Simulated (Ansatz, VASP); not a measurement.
CdS in VASP and in Ansatz

```xyz
2
Lattice="0.0000 2.9430 2.9430 2.9430 0.0000 2.9430 2.9430 2.9430 0.0000" Properties=species:S:1:pos:R:3 pbc="T T T"
Cd    0.0000    0.0000    0.0000
S     1.4715    1.4715    1.4715
```

Alike in both runs: task single point; functional PBEsol; k mesh 2 × 2 × 2; no spin polarisation.

```csv
,VASP,Ansatz
version,VASP 6.6.1,Ansatz 0.2.0
potentials or method,"VASP PAW PBE potentials, release 64 (Cd, S), cutoff 500 eV","scalar-relativistic, plane waves, PAW"
occupations,"gaussian, width 0.01 eV",fixed
valence electrons in the cell,18,26
```

```tsv
	VASP	Ansatz	Ansatz less VASP
gap on the k mesh at the Fermi level (eV)	0.78	0.78	-0.003
least direct gap on the mesh (eV)	0.78	0.78	-0.003
pressure (GPa)	1.8	1.4	-0.42
```

VASP's potentials were made for PBE, not for PBEsol. VASP's potentials hold 18 valence electrons a cell and Ansatz's 26, so a difference there can come from the potentials and not from the codes.

The k mesh is coarse, so the values compare programs but aren't converged.
